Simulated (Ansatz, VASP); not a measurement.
This is a calculation of P for VASP 6.6.1.

The input INCAR:

```
SYSTEM = P
ALGO = Normal
EDIFF = 1E-6
ENCUT = 520
ISIF = 2
ISMEAR = -1
LASPH = .TRUE.
LCHARG = .FALSE.
LREAL = .FALSE.
LWAVE = .FALSE.
NBANDS = 18
NELM = 100
PREC = Accurate
SIGMA = 0.05
```

KPOINTS

```
k-points
0
G
  8 8 6
  0 0 0
```

Contents of POSCAR:

```
P
1.0
    1.6366841122     -5.4283585144      0.0000000000
    1.6366841122      5.4283585144      0.0000000000
    0.0000000000      0.0000000000      4.5131404726
P
4
Direct
    0.9041431300      0.0958568700      0.5888151700
    0.0958568700      0.9041431300      0.4111848300
    0.5958568700      0.4041431300      0.0888151700
    0.4041431300      0.5958568700      0.9111848300
```

Potentials or basis: VASP PAW LDA potentials, release 64 (P).

Launch:

```console
$ cat potpaw_LDA.64/P/POTCAR > POTCAR
$ mpirun -np 1 vasp_std > vasp.out
```

Problem. Set up the same calculation for Ansatz 0.2.0. Potentials there: all-electron LAPW, scalar-relativistic.

Solution. As run (the cutoff follows the program's own potentials):

Contents of input.yaml:

```yaml
crystal:
  lattice:
    - [1.6366841122, -5.4283585144, 0.0]
    - [1.6366841122, 5.4283585144, 0.0]
    - [0.0, 0.0, 4.5131404726]
  atoms:
    - { symbol: P, position: [0.90414313, 0.09585687, 0.58881517] }
    - { symbol: P, position: [0.09585687, 0.90414313, 0.41118483] }
    - { symbol: P, position: [0.59585687, 0.40414313, 0.08881517] }
    - { symbol: P, position: [0.40414313, 0.59585687, 0.91118483] }
kpoints:
  mp_grid: { grid: [8, 8, 6] }
scf:
  occupations: { method: fermi_dirac, width: 0.05 }
hamiltonian:
  xc: lda
  pseudopotentials: { kind: all_electron, lapw: { basis_error: 0.002 } }
output:
  forces: true
  stress: true
  eigenvalues: true
```

Potentials or basis: all-electron LAPW, scalar-relativistic.

Launch:

```sh
$ ansatz run input.yaml --threads 2 --pin off --max-ram 8192MiB --backend cpu --events-out ev --progress --plain --runs-dir out
```

Both were run:

|  | VASP | Ansatz | Ansatz less VASP |
| --- | --- | --- | --- |
| gap on the k mesh at the Fermi level (eV) | 0.04 | 0.05 | +0.005 |
| least direct gap on the mesh (eV) | 0.04 | 0.05 | +0.005 |
| pressure (GPa) | -0.9 | -0.5 | +0.33 |
| traceless stress, the component that is largest in VASP (GPa) | -0.22 | -0.19 | +0.025 |
| rms of the force components (eV/Å) | 0.180 | 0.207 | +0.0265 |

LDA's correlation is that of Perdew and Zunger in VASP and of Perdew and Wang (1992) in Ansatz. Atom by atom the forces differ by 0.027 eV/Å (rms over components). Ansatz ran all-electron here, and VASP with PAW potentials.
